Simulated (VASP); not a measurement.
# Co (P6_3/mmc) in VASP: further runs, part 2 of 2

VASP 6.6.1. The steps go on from the part before.

### 3 Electric field gradients, r2SCAN, collinear spin, ferromagnetic start

This run uses another cell than the first one, of 11.24 Å³/atom.

POSCAR reads:

```
Co
1.0
    2.5190008694      0.0000000000      0.0000000000
   -1.2595004347      2.1815187451      0.0000000000
    0.0000000000      0.0000000000      4.0910000000
Co
2
Direct
    0.3333333333      0.6666666667      0.2500000000
    0.6666666667      0.3333333333      0.7500000000
```

INCAR.step1 reads:

```
SYSTEM = Co
PREC = Accurate
ENCUT = 520
ISMEAR = -1
SIGMA = 0.08
LREAL = .False.
LASPH = .True.
NELM = 150
ISPIN = 2
MAGMOM = 2 2
LMAXMIX = 4
NBANDS = 20
GGA = PE
ALGO = Normal
EDIFF = 1E-4
LWAVE = .True.
LCHARG = .False.
```

INCAR.step2 reads:

```
SYSTEM = Co
PREC = Accurate
ENCUT = 520
EDIFF = 1E-8
ISMEAR = -1
SIGMA = 0.08
LREAL = .False.
LASPH = .True.
NELM = 150
ALGO = Normal
ISIF = 2
LWAVE = .False.
LCHARG = .False.
ISPIN = 2
MAGMOM = 2 2
LORBIT = 11
LMAXMIX = 4
METAGGA = R2SCAN
LMIXTAU = .True.
LEFG = .True.
NBANDS = 20
ISTART = 1
```

KPOINTS reads:

```
Automatic mesh
0
Gamma
  19 19 10
  0 0 0
```

Potentials or basis: VASP PAW PBE potentials, release 64 (Co).

Run with:

```console
> cat potpaw_PBE.64/Co/POTCAR > POTCAR
> cp INCAR.step1 INCAR
> mpirun -np 1 vasp_std > vasp.out
> cp INCAR.step2 INCAR
> mpirun -np 1 vasp_std > vasp.out
```

OUTCAR:

```text
SYSTEM = Co
   PREC = Accurate
   ENCUT = 520
   EDIFF = 1E-8
   ISMEAR = -1
   LREAL = .False.
   LASPH = .True.
   NELM = 150
   ISIF = 2
   ISPIN = 2
   LORBIT = 11
   METAGGA = R2SCAN
   ISTART = 1

 ion  position               nearest neighbor table
   1  0.333  0.667  0.250-   2 2.51   2 2.51   2 2.51   2 2.51   2 2.51   2 2.51
   2  0.667  0.333  0.750-   1 2.51   1 2.51   1 2.51   1 2.51   1 2.51   1 2.51

  LATTYP: Found a hexagonal cell.
 ALAT       =     2.5190008694
 C/A-ratio  =     1.6240566050

  Lattice vectors:

 A1 = (   2.5190008694,   0.0000000000,   0.0000000000)
 A2 = (  -1.2595004347,   2.1815187451,   0.0000000000)
 A3 = (   0.0000000000,   0.0000000000,   4.0910000000)

Analysis of symmetry for initial positions (statically):
=====================================================================
 Subroutine PRICEL returns:
 Original cell was already a primitive cell.

 Routine SETGRP: Setting up the symmetry group for a
 hexagonal supercell.

 Subroutine GETGRP returns: Found 24 space group operations
 (whereof 12 operations were pure point group operations)
 out of a pool of 24 trial point group operations.

The static configuration has the point symmetry D_3d.
 The point group associated with its full space group is D_6h.

Analysis of symmetry for dynamics (positions and initial velocities):
=====================================================================
 Subroutine PRICEL returns:
 Original cell was already a primitive cell.

 Routine SETGRP: Setting up the symmetry group for a
 hexagonal supercell.

 Subroutine GETGRP returns: Found 24 space group operations
 (whereof 12 operations were pure point group operations)
 out of a pool of 24 trial point group operations.

The dynamic configuration has the point symmetry D_3d.
 The point group associated with its full space group is D_6h.

Analysis of structural, dynamic, and magnetic symmetry:
=====================================================================
 Subroutine PRICEL returns:
 Original cell was already a primitive cell.

 Routine SETGRP: Setting up the symmetry group for a
 hexagonal supercell.

 Subroutine GETGRP returns: Found 24 space group operations
 (whereof 12 operations were pure point group operations)
 out of a pool of 24 trial point group operations.

The overall configuration has the point symmetry D_3d.
 The point group associated with its full space group is D_6h.

 Subroutine INISYM returns: Found 24 space group operations
 (whereof 12 operations are pure point group operations),
 and found     1 'primitive' translations

----------------------------------------------------------------------------------------

                                     Primitive cell

  volume of cell :      22.4811

  direct lattice vectors                    reciprocal lattice vectors
     2.519000869  0.000000000  0.000000000     0.396982793  0.229198122  0.000000000
    -1.259500435  2.181518745  0.000000000     0.000000000  0.458396244  0.000000000
     0.000000000  0.000000000  4.091000000     0.000000000  0.000000000  0.244439012

  length of vectors
     2.519000869  2.519000869  4.091000000     0.458396244  0.458396244  0.244439012

[... 113 lines left out ...]
  volume of cell :       22.48
 maximum number of plane-waves:       621
 NGX is ok and might be reduce to    20
   NGX =  9   NGY =  9   NGZ = 15

 number of electron      18.0000005 magnetization       3.5471748

 Free energy of the ion-electron system (eV)
  ---------------------------------------------------
  ext. energy  EPLUGINS =         0.00000000
  ---------------------------------------------------
  free energy    TOTEN  =       -26.38346867 eV

  energy without entropy =      -26.34623952  energy(sigma->0) =      -26.36485409

 E-fermi :   9.8503     XC(G=0): -14.4411

 val. band max:        9.8499689034   @ k =   0.1053   0.0526   0.1000
 cond. band min:       9.8507137095   @ k =   0.1053  -0.0000   0.1000
 fundamental gap:      0.0007448062
 Fermi energy:         9.8502597830

 spin component 1

 k-point     1 :       0.0000    0.0000    0.0000
  band No.  band energies     occupation
      1       0.7034      1.00000
      2       4.2322      1.00000
      3       6.4874      1.00000
      4       6.5164      1.00000
      5       6.5165      1.00000
      6       6.7958      1.00000
[... 541 lines left out ...]
     19      33.1749      0.00000
     20      34.7612      0.00000

 [... further k-points ...]

 spin component 2

 k-point     1 :       0.0000    0.0000    0.0000
  band No.  band energies     occupation
      1       0.1015      1.00000
      2       5.4210      1.00000
      3       8.9279      0.99999
      4       9.0226      0.99997
      5       9.0272      0.99997
      6       9.0273      0.99997
[... 541 lines left out ...]
     19      33.9431      0.00000
     20      35.5682      0.00000

 [... further k-points ...]

------------------------ aborting loop because EDIFF is reached ----------------------------------------

  FORCE on cell =-STRESS in cart. coord.  units (eV):
  Direction    XX          YY          ZZ          XY          YZ          ZX
  --------------------------------------------------------------------------------------
  -------------------------------------------------------------------------------------
  Total       -1.6362534     -1.6362534     -1.5018707      0.0000000      0.0000000      0.0000000
  in kB     -116.6123072   -116.6123072   -107.0351424      0.0000000      0.0000000      0.0000000
  external PRESSURE =    -113.4199189 kB  Pullay stress =       0.0000000 kB

 VOLUME and BASIS-vectors are now :
 -----------------------------------------------------------------------------
  energy-cutoff  :      520.00
  volume of cell :       22.48
      direct lattice vectors                 reciprocal lattice vectors
     2.519000869  0.000000000  0.000000000     0.396982793  0.229198122  0.000000000
    -1.259500435  2.181518745  0.000000000     0.000000000  0.458396244  0.000000000
     0.000000000  0.000000000  4.091000000     0.000000000  0.000000000  0.244439012

 POSITION                                       TOTAL-FORCE (eV/Angst)
 -----------------------------------------------------------------------------------
     -0.00000      1.45435      1.02275         0.000000      0.000000      0.000000
      1.25950      0.72717      3.06825        -0.000000     -0.000000      0.000000
 -----------------------------------------------------------------------------------
    total drift:                               -0.000000      0.000000     -0.000000

  FREE ENERGIE OF THE ION-ELECTRON SYSTEM (eV)
  ---------------------------------------------------
  free  energy   TOTEN  =       -26.3834686659 eV

  energy  without entropy=      -26.3462395212  energy(sigma->0) =      -26.36485409

 Electric field gradients (V/A^2)
---------------------------------------------------------------------
 ion       V_xx      V_yy      V_zz      V_xy      V_xz      V_yz
---------------------------------------------------------------------
   1       1.225     1.224    -2.449    -0.000     0.000    -0.000
   2       1.225     1.224    -2.449    -0.000    -0.000     0.000
---------------------------------------------------------------------

 Electric field gradients after diagonalization (V/A^2)
 (convention: |V_zz| > |V_xx| > |V_yy|)
----------------------------------------------------------------------
 ion       V_xx      V_yy      V_zz     asymmetry (V_yy - V_xx)/ V_zz
----------------------------------------------------------------------
   1       1.225     1.224    -2.449       0.000
   2       1.225     1.224    -2.449       0.000
----------------------------------------------------------------------

           NMR quadrupolar parameters

 Cq : quadrupolar parameter    Cq=e*Q*V_zz/h
 eta: asymmetry parameters     (V_yy - V_xx)/ V_zz
 Q  : nuclear electric quadrupole moment in mb (millibarn)
----------------------------------------------------------------------
 ion       Cq(MHz)       eta       Q (mb)
----------------------------------------------------------------------
   1      -0.006       0.000       1.000
   2      -0.006       0.000       1.000
----------------------------------------------------------------------

 total charge

# of ion       s       p       d       tot
------------------------------------------
    1        0.496   0.530   7.200   8.226
    2        0.496   0.530   7.200   8.226
--------------------------------------------------
tot          0.992   1.060  14.400  16.453

 magnetization (x)

# of ion       s       p       d       tot
------------------------------------------
    1       -0.012  -0.083   1.944   1.849
    2       -0.012  -0.083   1.944   1.849
--------------------------------------------------
tot         -0.023  -0.167   3.889   3.699
```

Run time: 23 min. Hardware: 1 thread of Intel Xeon 8259CL, shared host; peak memory 0.27 GiB.

What came out:

- Free energy: -26.3835 eV
- Pressure: -11.3 GPa
- Net moment: 3.55 μB per cell
- Site moments: Co +1.85 μB
- Largest electric field gradient by atom: Co -2.4 V/Å²
- Valence electrons inside the program's atomic spheres: Co 8.23

Electric field gradients, principal values (V/Å²):
```tsv
atom	least	middle	greatest (by size)
1 Co	1.224	1.225	-2.449
2 Co	1.224	1.225	-2.449
```

Caveat: the cell stands under tension; without QUAD_EFG the Cq values of the log hold for a quadrupole moment of 1 mb, not for the nuclei; the PAW data sets were made with another functional, which shifts forces and pressure a little.
